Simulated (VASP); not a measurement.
ZrC, 2 atoms in the cell. Symmetry: F-43m, No. 216, cubic system. The conventional cell has a = 5.091 Å, b = 5.091 Å, c = 5.091 Å, α = 90.00°, β = 90.00°, γ = 90.00°. Within 2.9 Å of Zr (site symmetry -43m) lie 4 C at 2.20 Å. Within 2.9 Å of C (site symmetry -43m) lie 4 Zr at 2.20 Å. 

```yaml
Program: VASP 6.6.1
Task: single point
Functional: r2SCAN-based global hybrid with 50 % exact exchange
Potentials_or_basis: VASP PAW PBE potentials, release 64 (Zr_sv, C)
Cutoff: 520 eV
k_mesh: 5 × 5 × 5
Occupations: fermi-dirac, width 0.05 eV
Spin: no spin polarisation
Dipole_correction: no
Grid_for_exact_exchange_PRECFOCK: Normal
Share_of_exact_exchange: 0.5
Further_INCAR_settings: ALGO = Normal; EDIFF = 1e-06; NBANDS = 15
```

Potentials or basis: VASP PAW PBE potentials, release 64 (Zr_sv, C).

Run with:

```console
$ cat potpaw_PBE.64/Zr_sv/POTCAR potpaw_PBE.64/C/POTCAR > POTCAR
$ cp INCAR.step1 INCAR
$ mpirun -np 1 vasp_std > vasp.out
$ cp INCAR.step2 INCAR
$ mpirun -np 1 vasp_std > vasp.out
```

Hardware: 1 thread of Intel Xeon 8259CL (shared host).

Task: How long does it take, and how much memory?

Result: Wall time 34 min on 1 thread of Intel Xeon 8259CL (shared host), peak memory 0.18 GiB. Counts: k points 10.
